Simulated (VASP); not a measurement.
# CdH2O2 (P3m1) in VASP: single point with PBEsol

Aim: the single point of CdH2O2 with PBEsol.

Program: VASP 6.6.1. These are calculated values, not measurements. Logs are shortened: lines on timing, memory, paths and dates and some standing lists are left out, and cuts for length are marked.

### Step 1. The cell of the first run

It takes space group P3m1 (No. 156, trigonal). The conventional cell has a = 3.840 Å, b = 3.840 Å, c = 4.441 Å, α = 90.00°, β = 90.00°, γ = 120.00°. Cd (site symmetry 3m) has 6 H at 2.22 to 2.97 Å and 6 O at 2.39 to 2.43 Å within 3.0 Å. Within 1.3 Å of H (site symmetry 3m) lie 1 O at 0.99 Å. Within 1.3 Å of H (site symmetry 3m) lie 1 O at 0.98 Å. Within 1.3 Å of O (site symmetry 3m) lie 1 H at 0.99 Å. O (site symmetry 3m) has 1 H at 0.98 Å within 1.3 Å.

### Step 2. Single point, PBEsol

Input file INCAR:

```
PREC = Accurate
ENCUT = 700
EDIFF = 1E-6
ISMEAR = 0
SIGMA = 0.05
LREAL = F
LASPH = T
NELM = 120
ALGO = Normal
ISIF = 2
LWAVE = F
LCHARG = F
GGA = PS
NBANDS = 25
GGA_COMPAT = F
```

Input file KPOINTS:

```
regular mesh
0
Gamma
  9 9 6
```

Input file POSCAR:

```
CdH2O2
1.0
    3.8398216553      0.0000000000      0.0000000000
   -1.9199108277      3.3253830995      0.0000000000
    0.0000000000      0.0000000000      4.4413930000
Cd H O
1 2 2
Direct
    0.3333333333      0.6666666667      0.9873000000
    0.0000000000      0.0000000000      0.0080770000
    0.6666666667      0.3333333333      0.4318850000
    0.0000000000      0.0000000000      0.7861940000
    0.6666666667      0.3333333333      0.2118940000
```

Potentials or basis: VASP PAW PBE potentials, release 64 (Cd_sv_GW, H, O).

Started as:

```console
> cat potpaw_PBE.64/Cd_sv_GW/POTCAR potpaw_PBE.64/H/POTCAR potpaw_PBE.64/O/POTCAR > POTCAR
> mpirun -np 1 vasp_std > vasp.out
```

OUTCAR:

```text
PREC = Accurate
   ENCUT = 700
   EDIFF = 1E-6
   ISMEAR = 0
   LREAL = F
   LASPH = T
   NELM = 120
   ISIF = 2
   GGA = PS

 ion  position               nearest neighbor table
   1  0.333  0.667  0.987-
   2  0.000  0.000  0.008-   4 0.99
   3  0.667  0.333  0.432-   5 0.98
   4  0.000  0.000  0.786-   2 0.99
   5  0.667  0.333  0.212-   3 0.98

  LATTYP: Found a hexagonal cell.
 ALAT       =     3.8398216553
 C/A-ratio  =     1.1566664806

  Lattice vectors:

 A1 = (   3.8398216553,   0.0000000000,   0.0000000000)
 A2 = (  -1.9199108277,   3.3253830995,   0.0000000000)
 A3 = (   0.0000000000,   0.0000000000,   4.4413930000)

Analysis of symmetry for initial positions (statically):
=====================================================================
 Subroutine PRICEL returns:
 Original cell was already a primitive cell.

 Routine SETGRP: Setting up the symmetry group for a
 hexagonal supercell.

 Subroutine GETGRP returns: Found  6 space group operations
 (whereof  6 operations were pure point group operations)
 out of a pool of 24 trial point group operations.

The static configuration has the point symmetry C_3v.

Analysis of symmetry for dynamics (positions and initial velocities):
=====================================================================
 Subroutine PRICEL returns:
 Original cell was already a primitive cell.

 Routine SETGRP: Setting up the symmetry group for a
 hexagonal supercell.

 Subroutine GETGRP returns: Found  6 space group operations
 (whereof  6 operations were pure point group operations)
 out of a pool of 24 trial point group operations.

The dynamic configuration has the point symmetry C_3v.

 Subroutine INISYM returns: Found  6 space group operations
 (whereof  6 operations are pure point group operations),
 and found     1 'primitive' translations

----------------------------------------------------------------------------------------

                                     Primitive cell

  volume of cell :      56.7116

  direct lattice vectors                    reciprocal lattice vectors
     3.839821655  0.000000000  0.000000000     0.260428762  0.150358616  0.000000000
    -1.919910828  3.325383100  0.000000000     0.000000000  0.300717232  0.000000000
     0.000000000  0.000000000  4.441393000     0.000000000  0.000000000  0.225154586

  length of vectors
     3.839821655  3.839821655  4.441393000     0.300717232  0.300717232  0.225154586

  position of ions in fractional coordinates (direct lattice)
     0.333333333  0.666666667  0.987300000
     0.000000000  0.000000000  0.008077000
     0.666666667  0.333333333  0.431885000
     0.000000000  0.000000000  0.786194000
     0.666666667  0.333333333  0.211894000

  ion indices of the primitive-cell ions
   primitive index   ion index
                 1           1
                 2           2
                 3           3
                 4           4
                 5           5

----------------------------------------------------------------------------------------

 KPOINTS: regular mesh

Automatic generation of k-mesh.
 Grid dimensions read from file:
 generate k-points for:    9    9    6

 Generating k-lattice:

  Cartesian coordinates                     Fractional coordinates (reciprocal lattice)
     0.028936529  0.016706513  0.000000000     0.111111111  0.000000000  0.000000000
     0.000000000  0.033413026  0.000000000     0.000000000  0.111111111  0.000000000
     0.000000000  0.000000000  0.037525764     0.000000000  0.000000000  0.166666667

  Length of vectors
     0.033413026  0.033413026  0.037525764

  Shift w.r.t. Gamma in fractional coordinates (k-lattice)
     0.000000000  0.000000000  0.000000000

 Subroutine IBZKPT returns following result:
 ===========================================

 Found     62 irreducible k-points:

 Following reciprocal coordinates:
            Coordinates               Weight
  0.000000  0.000000  0.000000      1.000000
  0.111111  0.000000  0.000000      6.000000
  0.222222 -0.000000  0.000000      6.000000
  0.333333 -0.000000  0.000000      6.000000
  0.444444 -0.000000  0.000000      6.000000
  0.111111  0.111111  0.000000      6.000000
[... 16 lines left out ...]
  0.222222  0.111111  0.166667     12.000000
 -0.111111  0.333333  0.166667     12.000000
 [... further k-points ...]
   k-points           NKPTS =     62   k-points in BZ     NKDIM =     62   number of bands    NBANDS=     25
   number of dos      NEDOS =    301   number of ions     NIONS =      5
   total plane-waves  NPLWV =  51840
   dimension x,y,z NGX =    36 NGY =   36 NGZ =   40
   dimension x,y,z NGXF=    72 NGYF=   72 NGZF=   80
   ions per type =               1   2   2
   NGX,Y,Z   is equivalent  to a cutoff of  15.59, 15.59, 14.97 a.u.
   NGXF,Y,Z  is equivalent  to a cutoff of  31.17, 31.17, 29.94 a.u.
 SYSTEM =  unknown system
   PREC   = accura    normal or accurate (medium, high low for compatibility)
   ISTART =      0    job   : 0-new  1-cont  2-samecut
   ICHARG =      2    charge: 1-file 2-atom 10-const
   ISPIN  =      1    spin polarized calculation?
   LNONCOLLINEAR =      F non collinear calculations
   LSORBIT =      F    spin-orbit coupling
   LASPH  =      T    aspherical Exc in radial PAW
   ENCUT  =  700.0 eV  51.45 Ry    7.17 a.u.   8.28  8.28  9.58*2*pi/ulx,y,z
   NELM   =    120;   NELMIN=  2; NELMDL= -5     # of ELM steps
   EDIFF  = 0.1E-05   stopping-criterion for ELM
   LREAL  =      F    real-space projection
   EDIFFG = 0.1E-04   stopping-criterion for IOM
   NSW    =      0    number of steps for IOM
   IBRION =     -1    ionic relax: 0-MD 1-quasi-New 2-CG
   NFREE  =      0    steps in history (QN), initial steepest desc. (CG)
   ISIF   =      2    stress and relaxation
   ISYM   =      2    0-nonsym 1-usesym 2-fastsym
   POTIM  = 0.5000    time-step for ionic-motion
   TEBEG  =    0.0;   TEEND  =   0.0 temperature during run
   PSTRESS=    0.0 pullay stress
   NELECT =      34.0000    total number of electrons
   NUPDOWN=      -1.0000    fix difference up-down
   EMIN   =  10.00;   EMAX   =-10.00  energy-range for DOS
   EFERMI =   0.00;   METHOD = LEGACY
   ISMEAR =     0;   SIGMA  =   0.05  broadening in eV -4-tet -1-fermi 0-gaus
   EFERMI_NEDOS =   21; number of points for ismear=-14 and -15
   IALGO  =     38    algorithm
   IMIX   =      4    mixing-type and parameters
     AMIX     =   0.40;   BMIX     =  1.00
     AMIX_MAG =   1.60;   BMIX_MAG =  1.00
  volume/ion in A,a.u.               =      11.34        76.54
  Fermi-wavevector in a.u.,A,eV,Ry     =   1.380418  2.608611 25.926619  1.905553
  Thomas-Fermi vector in A             =   2.505297
   LORBIT       =      0    0 simple, 1 ext, 2 COOP (PROOUT), +10 PAW based schemes
   GGA     = PS    functional components
   LHFCALC =     F    Hartree Fock is set to
   AEXX    =    0.0000 exact exchange contribution
   IVDW    =     0    specifies the selected vdW correction
   LEPSILON=     F    determine dielectric tensor
   LRPA    =     F    only Hartree local field effects (RPA)
 non-spin polarized calculation
 Gauss-broadening in eV      SIGMA  =   0.05
  energy-cutoff  :      700.00
  volume of cell :       56.71
 maximum number of plane-waves:      2406
 NGX is ok and might be reduce to    36
   NGX = 17   NGY = 17   NGZ = 19

 number of electron      34.0000002 magnetization

 Free energy of the ion-electron system (eV)
  ---------------------------------------------------
  ext. energy  EPLUGINS =         0.00000000
  ---------------------------------------------------
  free energy    TOTEN  =       -22.63058194 eV

  energy without entropy =      -22.63058194  energy(sigma->0) =      -22.63058194

 E-fermi :   0.6643     XC(G=0):  -9.5541

 val. band max:        0.3697794380   @ k =   0.4444  -0.0000   0.0000
 cond. band min:       1.5052838671   @ k =   0.0000   0.0000   0.0000
 fundamental gap:      1.1355044291
 Fermi energy:         0.6642668732

 k-point     1 :       0.0000    0.0000    0.0000
  band No.  band energies     occupation
      1     -99.7530      2.00000
      2     -60.9165      2.00000
      3     -60.8370      2.00000
      4     -60.8370      2.00000
      5     -17.8570      2.00000
      6     -16.8067      2.00000
[... 17 lines left out ...]
     24      14.3967      0.00000
     25      16.3869      0.00000

 k-point     2 :       0.1111    0.0000    0.0000
  band No.  band energies     occupation
      1     -99.7530      2.00000
      2     -60.9165      2.00000
      3     -60.8372      2.00000
      4     -60.8370      2.00000
      5     -17.8212      2.00000
      6     -16.8295      2.00000
[... 17 lines left out ...]
     24      13.8718      0.00000
     25      16.4819      0.00000

 k-point     3 :       0.2222   -0.0000    0.0000
  band No.  band energies     occupation
      1     -99.7530      2.00000
      2     -60.9164      2.00000
      3     -60.8377      2.00000
      4     -60.8372      2.00000
      5     -17.7261      2.00000
      6     -16.8902      2.00000
[... 17 lines left out ...]
     24      14.4281      0.00000
     25      15.8681      0.00000

 k-point     4 :       0.3333   -0.0000    0.0000
  band No.  band energies     occupation
      1     -99.7529      2.00000
      2     -60.9164      2.00000
      3     -60.8382      2.00000
      4     -60.8373      2.00000
      5     -17.6059      2.00000
      6     -16.9685      2.00000
[... 17 lines left out ...]
     24      14.0275      0.00000
     25      15.1682      0.00000

 k-point     5 :       0.4444   -0.0000    0.0000
  band No.  band energies     occupation
      1     -99.7529      2.00000
      2     -60.9164      2.00000
      3     -60.8386      2.00000
      4     -60.8374      2.00000
      5     -17.5144      2.00000
      6     -17.0309      2.00000
[... 17 lines left out ...]
     24      13.6643      0.00000
     25      14.8232      0.00000

 k-point     6 :       0.1111    0.1111    0.0000
  band No.  band energies     occupation
      1     -99.7529      2.00000
      2     -60.9165      2.00000
      3     -60.8375      2.00000
      4     -60.8371      2.00000
      5     -17.7559      2.00000
      6     -16.8710      2.00000
[... 17 lines left out ...]
     24      14.2568      0.00000
     25      15.8807      0.00000
[... 393 lines left out ...]
 k-point    21 :       0.0000    0.4444    0.1667
  band No.  band energies     occupation
      1     -99.7529      2.00000
      2     -60.9164      2.00000
      3     -60.8386      2.00000
      4     -60.8374      2.00000
      5     -17.5074      2.00000
      6     -17.0314      2.00000
[... 17 lines left out ...]
     24      13.4261      0.00000
     25      14.6825      0.00000

 k-point    22 :       0.1111    0.1111    0.1667
  band No.  band energies     occupation
      1     -99.7530      2.00000
      2     -60.9165      2.00000
      3     -60.8375      2.00000
      4     -60.8371      2.00000
      5     -17.7293      2.00000
      6     -16.8973      2.00000
[... 17 lines left out ...]
     24      14.6788      0.00000
     25      15.4893      0.00000

 k-point    23 :       0.2222    0.1111    0.1667
  band No.  band energies     occupation
      1     -99.7529      2.00000
      2     -60.9164      2.00000
      3     -60.8380      2.00000
      4     -60.8373      2.00000
      5     -17.6273      2.00000
      6     -16.9579      2.00000
[... 17 lines left out ...]
     24      14.2702      0.00000
     25      15.1759      0.00000

 k-point    24 :      -0.1111    0.3333    0.1667
  band No.  band energies     occupation
      1     -99.7529      2.00000
      2     -60.9164      2.00000
      3     -60.8380      2.00000
      4     -60.8373      2.00000
      5     -17.6295      2.00000
      6     -16.9549      2.00000
[... 17 lines left out ...]
     24      14.2234      0.00000
     25      14.8854      0.00000

 [... further k-points ...]
[... 5 lines left out ...]
  --------------------------------------------------------------------------------------
  -------------------------------------------------------------------------------------
  Total       -2.0082035     -2.0082035     -0.5503093      0.0000000      0.0000000      0.0000000
  in kB      -56.7343860    -56.7343860    -15.5469597      0.0000000      0.0000000      0.0000000
  external PRESSURE =     -43.0052439 kB  Pullay stress =       0.0000000 kB

 VOLUME and BASIS-vectors are now :
 -----------------------------------------------------------------------------
  energy-cutoff  :      700.00
  volume of cell :       56.71
      direct lattice vectors                 reciprocal lattice vectors
     3.839821655  0.000000000  0.000000000     0.260428762  0.150358616  0.000000000
    -1.919910828  3.325383100  0.000000000     0.000000000  0.300717232  0.000000000
     0.000000000  0.000000000  4.441393000     0.000000000  0.000000000  0.225154586

 POSITION                                       TOTAL-FORCE (eV/Angst)
 -----------------------------------------------------------------------------------
     -0.00000      2.21692      4.38499        -0.000000      0.000000     -0.045119
      0.00000      0.00000      0.03587        -0.000000     -0.000000      0.277904
      1.91991      1.10846      1.91817        -0.000000     -0.000000      0.160454
      0.00000      0.00000      3.49180        -0.000000     -0.000000      0.166508
      1.91991      1.10846      0.94110         0.000000     -0.000000     -0.559747
 -----------------------------------------------------------------------------------
    total drift:                                0.000001     -0.000000     -0.000853

  FREE ENERGIE OF THE ION-ELECTRON SYSTEM (eV)
  ---------------------------------------------------
  free  energy   TOTEN  =       -22.6305819365 eV

  energy  without entropy=      -22.6305819365  energy(sigma->0) =      -22.63058194
```

Wall time 1.9 min (1 thread of AMD EPYC 7R43 (Zen 3), shared host); peak memory 0.29 GiB.

Results:

* Free energy: -22.6306 eV
* Pressure: -4.3 GPa
* Largest force: 0.560 eV/Å
* Band gap on the k mesh: 1.14 eV (least direct gap 1.66 eV)

Forces on the atoms (eV/Å):
```
Cd   0.000  0.000 -0.045
H    0.000  0.000  0.278
H    0.000  0.000  0.160
O    0.000  0.000  0.167
O    0.000  0.000 -0.560
```

Stress tensor (GPa, compression positive):
```
-5.67  0.00  0.00
 0.00 -5.67  0.00
 0.00  0.00 -1.55
```

Levels at points of the mesh, in eV from the valence-band top:
| k point | band 14 | band 15 | band 16 | band 17 | band 18 | band 19 | band 20 | band 21 |
| --- | --- | --- | --- | --- | --- | --- | --- | --- |
| (0.00, 0.00, 0.00) | -0.95 | -0.95 | -0.52 | -0.52 | 1.14 | 6.09 | 10.00 | 10.72 |
| (0.00, 0.00, 0.50) | -1.06 | -1.06 | -0.37 | -0.37 | 2.99 | 4.70 | 10.17 | 10.76 |

Caveat: the cell stands under tension; the PAW data sets were made with another functional, which shifts forces and pressure a little.
